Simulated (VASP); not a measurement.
# Be (P6_3/mmc) in VASP: a series of runs, part 2 of 2

VASP 6.6.1. Earlier steps stand in the parts before.

## 3. Relaxation of cell and atoms, PBE

This run uses another cell than the first one, of 8.11 Å³/atom.

The input, INCAR:

```
SYSTEM = Be
PREC = Accurate
ENCUT = 600
EDIFF = 1E-6
ISMEAR = 0
SIGMA = 0.1
LREAL = .False.
LASPH = .True.
NELM = 80
ALGO = Normal
ISIF = 3
LWAVE = .False.
LCHARG = .False.
GGA = PE
IBRION = 2
NSW = 90
EDIFFG = -0.02
```

The input, KPOINTS:

```
Automatic mesh
0
Gamma
  18 18 10
  0 0 0
```

The input, POSCAR:

```
Be
1.0
    2.2853000000      0.0000000000      0.0000000000
   -1.1426500000      1.9791278553      0.0000000000
    0.0000000000      0.0000000000      3.5842000000
Be
2
Direct
    0.3333333333      0.6666666667      0.2500000000
    0.6666666667      0.3333333333      0.7500000000
```

Potentials or basis: VASP PAW PBE potentials, release 64 (Be).

Launch:

```bash
$ cat potpaw_PBE.64/Be/POTCAR > POTCAR
$ mpirun -np 1 vasp_std > vasp.out
```

OUTCAR:

```text
SYSTEM = Be
   PREC = Accurate
   ENCUT = 600
   EDIFF = 1E-6
   ISMEAR = 0
   LREAL = .False.
   LASPH = .True.
   NELM = 80
   ISIF = 3
   GGA = PE
   IBRION = 2
   NSW = 90
   EDIFFG = -0.02

 ion  position               nearest neighbor table
   1  0.333  0.667  0.250-   2 2.23   2 2.23   2 2.23   2 2.23   2 2.23   2 2.23
   2  0.667  0.333  0.750-   1 2.23   1 2.23   1 2.23   1 2.23   1 2.23   1 2.23

  LATTYP: Found a hexagonal cell.
 ALAT       =     2.2853000000
 C/A-ratio  =     1.5683717674

  Lattice vectors:

 A1 = (   2.2853000000,   0.0000000000,   0.0000000000)
 A2 = (  -1.1426500000,   1.9791278553,   0.0000000000)
 A3 = (   0.0000000000,   0.0000000000,   3.5842000000)

Analysis of symmetry for initial positions (statically):
=====================================================================
 Subroutine PRICEL returns:
 Original cell was already a primitive cell.

 Routine SETGRP: Setting up the symmetry group for a
 hexagonal supercell.

 Subroutine GETGRP returns: Found 24 space group operations
 (whereof 12 operations were pure point group operations)
 out of a pool of 24 trial point group operations.

The static configuration has the point symmetry D_3d.
 The point group associated with its full space group is D_6h.

Analysis of symmetry for dynamics (positions and initial velocities):
=====================================================================
 Subroutine PRICEL returns:
 Original cell was already a primitive cell.

 Routine SETGRP: Setting up the symmetry group for a
 hexagonal supercell.

 Subroutine GETGRP returns: Found 24 space group operations
 (whereof 12 operations were pure point group operations)
 out of a pool of 24 trial point group operations.

The dynamic configuration has the point symmetry D_3d.
 The point group associated with its full space group is D_6h.

 Subroutine INISYM returns: Found 24 space group operations
 (whereof 12 operations are pure point group operations),
[... 126 lines left out ...]
   LRPA    =     F    only Hartree local field effects (RPA)
 conjugate gradient relaxation of ions
 non-spin polarized calculation
 Gauss-broadening in eV      SIGMA  =   0.10
  energy-cutoff  :      600.00
  volume of cell :       16.21
 maximum number of plane-waves:       555
   NGX =  9   NGY =  9   NGZ = 15

--------------------------------------- Ionic step        1  -------------------------------------------

 number of electron       4.0000000 magnetization

 Free energy of the ion-electron system (eV)
  ---------------------------------------------------
  ext. energy  EPLUGINS =         0.00000000
  ---------------------------------------------------
  free energy    TOTEN  =        -7.52672985 eV

  energy without entropy =       -7.52549716  energy(sigma->0) =       -7.52611351

------------------------ aborting loop because EDIFF is reached ----------------------------------------

  FORCE on cell =-STRESS in cart. coord.  units (eV):
  Direction    XX          YY          ZZ          XY          YZ          ZX
  --------------------------------------------------------------------------------------
  -------------------------------------------------------------------------------------
  Total       -0.3560332     -0.3560332     -0.1241552      0.0000000      0.0000000      0.0000000
  in kB      -35.1877702    -35.1877702    -12.2706119      0.0000000      0.0000000      0.0000000
  external PRESSURE =     -27.5487175 kB  Pullay stress =       0.0000000 kB
[... 59 lines left out ...]
--------------------------------------- Ionic step        3  -------------------------------------------

 number of electron       4.0000000 magnetization

 Free energy of the ion-electron system (eV)
  ---------------------------------------------------
  ext. energy  EPLUGINS =         0.00000000
  ---------------------------------------------------
  free energy    TOTEN  =        -7.53072866 eV

  energy without entropy =       -7.52971214  energy(sigma->0) =       -7.53022040

 E-fermi :   7.1862     XC(G=0): -10.6038

 val. band max:        7.0553221587   @ k =   0.2778   0.2778   0.1000
 cond. band min:       7.2132612436   @ k =   0.3333   0.2778   0.3000
 fundamental gap:      0.1579390849
 Fermi energy:         7.1861637474

 k-point     1 :       0.0000    0.0000    0.0000
  band No.  band energies     occupation
      1      -4.3279      2.00000
      2       2.5560      2.00000
      3       8.0826      0.00000
      4      23.0666      0.00000
      5      23.0666      0.00000
      6      25.8970      0.00000
[... 199 lines left out ...]
 k-point    24 :       0.3889    0.1111    0.0000
  band No.  band energies     occupation
      1       1.5162      2.00000
      2       5.0993      2.00000
      3      10.0112      0.00000
      4      12.6338      0.00000
      5      14.1900      0.00000
      6      14.9375      0.00000

 [... further k-points ...]

------------------------ aborting loop because EDIFF is reached ----------------------------------------

  FORCE on cell =-STRESS in cart. coord.  units (eV):
  Direction    XX          YY          ZZ          XY          YZ          ZX
  --------------------------------------------------------------------------------------
  -------------------------------------------------------------------------------------
  Total       -0.0079893     -0.0079893      0.0338932     -0.0000000     -0.0000000      0.0000000
  in kB       -0.8090869     -0.8090869      3.4323989     -0.0000000     -0.0000000      0.0000000
  external PRESSURE =       0.6047417 kB  Pullay stress =       0.0000000 kB
[... 17 lines left out ...]
  FREE ENERGIE OF THE ION-ELECTRON SYSTEM (eV)
  ---------------------------------------------------
  free  energy   TOTEN  =        -7.5307286636 eV

  energy  without entropy=       -7.5297121429  energy(sigma->0) =       -7.53022040

 reached required accuracy - stopping structural energy minimisation
```

OSZICAR:

```text
N       E                     dE             d eps       ncg     rms          rms(c)
DAV:   1    -0.191248942122E+01   -0.19125E+01   -0.19298E+03  2676   0.612E+02
DAV:   2    -0.754470280623E+01   -0.56322E+01   -0.54038E+01  4044   0.708E+01
DAV:   3    -0.758720683082E+01   -0.42504E-01   -0.41984E-01  3576   0.537E+00
DAV:   4    -0.758725905964E+01   -0.52229E-04   -0.52223E-04  3846   0.171E-01
DAV:   5    -0.758725908843E+01   -0.28788E-07   -0.29213E-07  3540   0.241E-03    0.119E+00
DAV:   6    -0.754426696721E+01    0.42992E-01   -0.55435E-03  3066   0.111E+00    0.729E-01
DAV:   7    -0.752675139095E+01    0.17516E-01   -0.62442E-03  3120   0.116E+00    0.262E-02
DAV:   8    -0.752673064459E+01    0.20746E-04   -0.13238E-05  3864   0.450E-02    0.891E-03
DAV:   9    -0.752672984797E+01    0.79663E-06   -0.25950E-06  3438   0.207E-02
   1 F= -.75267298E+01 E0= -.75261135E+01  d E =-.752673E+01
       N       E                     dE             d eps       ncg     rms          rms(c)
DAV:   1    -0.753065446763E+01   -0.39238E-02   -0.16740E-02  3612   0.146E+00    0.511E-02
DAV:   2    -0.753061887132E+01    0.35596E-04   -0.35683E-05  3444   0.668E-02    0.318E-02
DAV:   3    -0.753060458412E+01    0.14287E-04   -0.14988E-05  3240   0.641E-02    0.141E-03
DAV:   4    -0.753060450436E+01    0.79761E-07   -0.66228E-08  2358   0.294E-03
   2 F= -.75306045E+01 E0= -.75300839E+01  d E =-.387466E-02
       N       E                     dE             d eps       ncg     rms          rms(c)
DAV:   1    -0.753072916929E+01   -0.12459E-03   -0.68247E-04  3666   0.295E-01    0.105E-02
DAV:   2    -0.753072866359E+01    0.50570E-06   -0.14628E-06  3402   0.136E-02
   3 F= -.75307287E+01 E0= -.75302204E+01  d E =-.399882E-02
```

Wall time 15 s (1 thread of Intel Xeon Platinum 8488C (Sapphire Rapids), shared host); peak memory 0.14 GiB.

What came out:

```yaml
Free_energy: -7.5307 eV
Relaxed_volume: 7.91 Å³/atom
Relaxed_cell: a = 2.262 Å, b = 2.262 Å, c = 3.571 Å, α = 90.00°, β = 90.00°, γ = 120.00°
Space_group_after_relaxing_to_0.1_Å: P6_3/mmc (No. 194)
Energy_gained_by_relaxing: 2.0 meV/atom
Ionic_steps: 3
Pressure_after_relaxing: 0.1 GPa
Band_gap_on_the_k_mesh: zero (bands 2 and 3 overlap by 2.10 eV)
```

Stress tensor (GPa, compression positive):
```
-0.08  0.00  0.00
 0.00 -0.08  0.00
 0.00  0.00  0.34
```

Step by step:
```csv
step,energy change (eV),largest force (eV/Å),pressure (GPa),volume (Å³)
1,0.0000,0.0000,-2.75,16.21
2,-0.0039,0.0000,-0.44,15.89
3,-0.0040,0.0000,0.06,15.82
```

Final structure:
```cif
data_structure
_symmetry_space_group_name_H-M 'P 1'
_symmetry_Int_Tables_number 1
_cell_length_a 2.2617
_cell_length_b 2.2617
_cell_length_c 3.5713
_cell_angle_alpha 90.000
_cell_angle_beta 90.000
_cell_angle_gamma 120.000
_cell_volume 15.82
loop_
_atom_site_label
_atom_site_type_symbol
_atom_site_fract_x
_atom_site_fract_y
_atom_site_fract_z
_atom_site_occupancy
Be1 Be 0.33333 0.66667 0.25000 1
Be2 Be 0.66667 0.33333 0.75000 1
```

Levels at points of the mesh, in eV from the Fermi level:
```
           k point  band 1  band 2  band 3  band 4  band 5  band 6
(0.00, 0.00, 0.00)  -11.51   -4.63    0.90   15.88   15.88   18.71
(0.50, 0.00, 0.00)   -5.16   -3.29    3.46    6.32    6.55    9.29
(0.00, 0.00, 0.50)   -9.36   -9.36   10.46   10.46   17.52   17.52
(0.50, 0.00, 0.50)   -3.78   -3.78    1.41    1.41   11.88   11.88
```
